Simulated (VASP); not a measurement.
Runs of VASP 6.6.1 on Rb. The structure is that of space group Im-3m (No. 229), or close to it. The cells are those of the table. 

```csv
level,spin,fixed moment (μB),cell,k mesh,cutoff (eV),smearing,gap on the mesh (eV),pressure (GPa)
PBEsol,off,-,"a = 4.854 Å, angles 109.5°, 1 atom",8 × 8 × 8,520,fermi-dirac 0.05 eV,none,0.0
PBEsol,collinear,1.0,"a = 4.900, b = 4.803, c = 4.887 Å, angles 108.4, 111.0, 109.4°, 1 atom",7 × 7 × 7,520,fermi-dirac 0.15 eV,-,0.2
"rpbe exchange, lyp correlation",off,-,"a = 4.854 Å, angles 109.5°, 1 atom",7 × 7 × 7,500,fermi-dirac 0.01 eV,none,(a)
PBE,off,-,"a = 4.854 Å, angles 109.5°, 1 atom",6 × 6 × 6,500,fermi-dirac 0.05 eV,none,0.1
PBE,off,-,"a = 4.887 Å, angles 110.0, 110.0, 108.4°, 1 atom",6 × 6 × 6,500,fermi-dirac 0.05 eV,none,0.1
```

Alike in all rows: task single point; potentials or basis VASP PAW PBE potentials, release 64 (Rb_sv).

Question: Estimate the missing entries.

Answer: (a) 0.4.

Caveats: the PAW data sets were made with another functional, which shifts forces and pressure a little (at least some runs); the total moment is fixed, so each spin has its own Fermi level (at least some runs).

A k mesh can miss the band edges, and the runs leave out spin-orbit coupling on Rb.

A gap of «none» marks levels without a gap at the run's occupations.
